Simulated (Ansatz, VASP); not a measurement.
Cd4SeS3: VASP beside Ansatz

```
CELL_PARAMETERS angstrom
5.99679 0.00000 0.00000
0.00000 5.99679 0.00000
0.00000 0.00000 5.99679
ATOMIC_POSITIONS crystal
Cd 0.24383 0.75617 0.24383
Cd 0.24383 0.24383 0.75617
Cd 0.75617 0.75617 0.75617
Cd 0.75617 0.24383 0.24383
Se 0.50000 0.50000 0.50000
S 0.50000 0.00000 0.00000
S 0.00000 0.00000 0.50000
S 0.00000 0.50000 0.00000
```

Alike in both runs: functional PBE; k mesh 4 × 4 × 4; occupations gaussian, width 0.1 eV; no spin polarisation.

Ansatz relaxed the structure, and its values are those at the end. VASP's run is a single point on that final structure, the one shown.

|  | VASP | Ansatz |
| --- | --- | --- |
| version | VASP 6.6.1 | Ansatz 0.2.0 |
| potentials or method | VASP PAW PBE potentials, release 64 (Cd, Se, S), cutoff 520 eV | scalar-relativistic, plane waves, PAW |
| valence electrons in the cell | 72 | 114 |

VASP gave:

```
gap on the k mesh at the Fermi level (eV) : 0.87
least direct gap on the mesh (eV)         : 0.87
pressure (GPa)                            : 0.2
rms of the force components (eV/Å)        : 0.009
```

Which values does Ansatz return?

gap on the k mesh at the Fermi level (eV): 0.86; least direct gap on the mesh (eV): 0.86; pressure (GPa): -0.1; rms of the force components (eV/Å): 0.009.

With one functional, cell and mesh, what is left measures potentials, basis and numerics. VASP's potentials hold 72 valence electrons a cell and Ansatz's 114, so a difference there can come from the potentials and not from the codes.
